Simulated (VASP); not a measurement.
Input of a VASP 6.6.1 run:

POSCAR

```
CdS
1.0
    0.0000000000      2.9100000000      2.9100000000
    2.9100000000      0.0000000000      2.9100000000
    2.9100000000      2.9100000000      0.0000000000
Cd S
1 1
Direct
    0.0000000000      0.0000000000      0.0000000000
    0.7044389961      0.7500000000      0.7500000000
```

Contents of INCAR.step1:

```
ALGO = Normal
EDIFF = 1E-4
ENCUT = 520
GGA = PE
ISMEAR = 0
LASPH = True
LCHARG = False
LREAL = False
LWAVE = True
NBANDS = 16
NELM = 60
PREC = Accurate
SIGMA = 0.05
```

File INCAR.step2:

```
ALGO = Normal
EDIFF = 1E-6
ENCUT = 520
ISIF = 2
ISMEAR = 0
ISTART = 1
LASPH = True
LCHARG = True
LELF = True
LMIXTAU = True
LREAL = False
LVHAR = True
LWAVE = False
METAGGA = R2SCAN
NBANDS = 16
NELM = 60
PREC = Accurate
SIGMA = 0.05
```

Contents of KPOINTS:

```
k-points
0
Gamma
  8 8 8
```

Potentials or basis: VASP PAW PBE potentials, release 64 (Cd, S).

Command:

```sh
$ cat potpaw_PBE.64/Cd/POTCAR potpaw_PBE.64/S/POTCAR > POTCAR
$ cp INCAR.step1 INCAR
$ mpirun -np 1 vasp_std > vasp.out
$ cp INCAR.step2 INCAR
$ mpirun -np 1 vasp_std > vasp.out
```

Problem. What does it give for the pressure?

Solution. 3.2 GPa.

Problem. What does it give for the largest force?

Solution. 1.142 eV/Å.

Problem. Estimate the band gap on the k mesh.

Solution. 1.61 eV.

Forces on the atoms (eV/Å):
```
Cd   0.382 -0.761 -0.761
S   -0.382  0.761  0.761
```

Caveat: the cell differs from its parent crystal (all S atoms moved +0.188 Å, as atom 2 towards its neighbour atom 2 (S) at 4.115 Å); the cell stands under pressure; the PAW data sets were made with another functional, which shifts forces and pressure a little.
